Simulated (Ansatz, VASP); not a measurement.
## Two plane-wave programs on GaAs

```
Ga As
1.0
     0.00000    2.88229    2.88229
     2.88229    0.00000    2.88229
     2.88229    2.88229    0.00000
Ga As
1 1
Direct
  0.00000 0.00000 0.00000
  0.25000 0.25000 0.25000
```

Change from the starting cell: volume scaled by 1.06, ions relaxed.

Alike in both runs: functional PBE; k mesh 13 × 13 × 13; occupations fermi-dirac, width 0.02 eV; no spin polarisation.

Ansatz relaxed the structure, and its values are those at the end. VASP's run is a single point on that final structure, the one shown.

```csv
,VASP,Ansatz
version,VASP 6.6.1,Ansatz 0.2.0
potentials or method,"VASP PAW PBE potentials, release 64 (Ga_d, As)","plane-wave PAW, scalar-relativistic"
plane-wave cutoff (eV),520,420
valence electrons in the cell,18,28
```

VASP gave:

```
pressure (GPa) : -0.4
```

**Question.** What did Ansatz give for the same quantities?

**Answer.** Pressure (GPa): -0.6.

VASP's potentials hold 18 valence electrons a cell and Ansatz's 28, so a difference there can come from the potentials and not from the codes. Ansatz's warnings: stress scf threshold loose.
